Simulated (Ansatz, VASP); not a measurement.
## HfIn4SiO6: VASP beside Ansatz

File INCAR:

```
PREC     = Accurate       # precision mode
ENCUT    = 520            # plane-wave cutoff, eV
EDIFF    = 1E-6           # SCF threshold, eV
ISMEAR   = -1             # smearing method
SIGMA    = 0.05           # smearing width, eV
LREAL    = F              # projectors in reciprocal space
LASPH    = T              # aspherical terms in the spheres
NELM     = 60             # most SCF steps
ALGO     = Normal         # electronic algorithm
ISIF     = 2              # what is computed and relaxed
LWAVE    = F              # write WAVECAR
LCHARG   = F              # write CHGCAR
GGA      = RE             # functional
NBANDS   = 63             # bands
```

KPOINTS

```
regular mesh
0
Gamma
  6 6 4
```

File POSCAR:

```
HfIn4SiO6
1.0
    2.7158500000     -4.7035700000      0.0083300000
    2.7158500000      4.7035700000      0.0083300000
   -1.8791500000      0.0000000000      7.4012700000
Hf In Si O
1 4 1 6
Direct
    0.7883500000      0.2116500000      0.0000000000
    0.6217500000      0.3782500000      0.5000000000
    0.4550200000      0.5449800000      0.0000000000
    0.2840700000      0.7159300000      0.5000000000
    0.9581400000      0.0418600000      0.5000000000
    0.1216800000      0.8783200000      0.0000000000
    0.0621900000      0.1141500000      0.8666600000
    0.8858500000      0.9378100000      0.1333400000
    0.7949000000      0.5378400000      0.8666300000
    0.4621600000      0.2051000000      0.1333700000
    0.1535200000      0.6287900000      0.1333300000
    0.3712100000      0.8464800000      0.8666700000
```

Contents of input.yaml:

```yaml
crystal:
  lattice:
    - [2.71585, -4.70357, 0.00833]
    - [2.71585, 4.70357, 0.00833]
    - [-1.87915, 0.0, 7.40127]
  atoms:
    - { symbol: Hf, position: [0.78835, 0.21165, 0.0] }
    - { symbol: In, position: [0.62175, 0.37825, 0.5] }
    - { symbol: In, position: [0.45502, 0.54498, 0.0] }
    - { symbol: In, position: [0.28407, 0.71593, 0.5] }
    - { symbol: In, position: [0.95814, 0.04186, 0.5] }
    - { symbol: Si, position: [0.12168, 0.87832, 0.0] }
    - { symbol: O, position: [0.06219, 0.11415, 0.86666] }
    - { symbol: O, position: [0.88585, 0.93781, 0.13334] }
    - { symbol: O, position: [0.7949, 0.53784, 0.86663] }
    - { symbol: O, position: [0.46216, 0.2051, 0.13337] }
    - { symbol: O, position: [0.15352, 0.62879, 0.13333] }
    - { symbol: O, position: [0.37121, 0.84648, 0.86667] }
hamiltonian:
  xc: revpbe
  pseudopotentials: { kind: paw }
kpoints:
  mp_grid: { grid: [6, 6, 4] }
  band_path:
    path:
      - [[0.0, 0.0, 0.0], [-0.333349007, -0.333349007, 0.0569735895], [-0.3635935574, -0.3635935574, 0.4067587612], [-0.3031044566, -0.3031044566, 0.7071884177], [0.0, 0.0, 0.5], [-0.5, 0.5, 0.5], [-0.6364064426, 0.3635935574, 0.5932412388]]
      - [[-0.6968955434, 0.3031044566, 0.2928115823], [-0.666650993, 0.333349007, -0.0569735895], [-0.5, 0.5, 0.0], [0.0, 0.0, 0.0], [-0.5, 0.0, 0.0]]
      - [[-0.5, 0.0, 0.5], [0.0, 0.0, 0.0]]
    npoints: 10
scf:
  occupations: { method: fermi_dirac, width: 0.05 }
  n_extra_bands: 30
output:
  forces: true
  stress: true
  eigenvalues: true
  fatbands: false
```

Alike in both runs: functional revPBE; k mesh 6 × 6 × 4; occupations fermi-dirac, width 0.05 eV; no spin polarisation.

|  | VASP | Ansatz |
| --- | --- | --- |
| version | VASP 6.6.1 | Ansatz 0.2.0 |
| potentials or method | VASP PAW PBE potentials, release 64 (Hf_pv, In_d, Si, O) | Ansatz PAW |
| plane-wave cutoff (eV) | 520 | 420 |
| valence electrons in the cell | 102 | 118 |
| task | single point | band structure |

```tsv
	VASP	Ansatz	Ansatz less VASP
gap on the k mesh at the Fermi level (eV)	none	none	-
pressure (GPa)	1.8	2.3	+0.49
traceless stress, the component that is largest in VASP (GPa)	0.04	0.09	+0.049
rms of the force components (eV/Å)	0.053	0.045	-0.0076
```

VASP's potentials were made for PBE, not for revPBE. Atom by atom the forces differ by 0.053 eV/Å (rms over components). A gap of «none» marks a metal or a gap that the smearing closes. VASP's potentials hold 102 valence electrons a cell and Ansatz's 118, so a difference there can come from the potentials and not from the codes.

Neither program's run includes spin-orbit coupling.
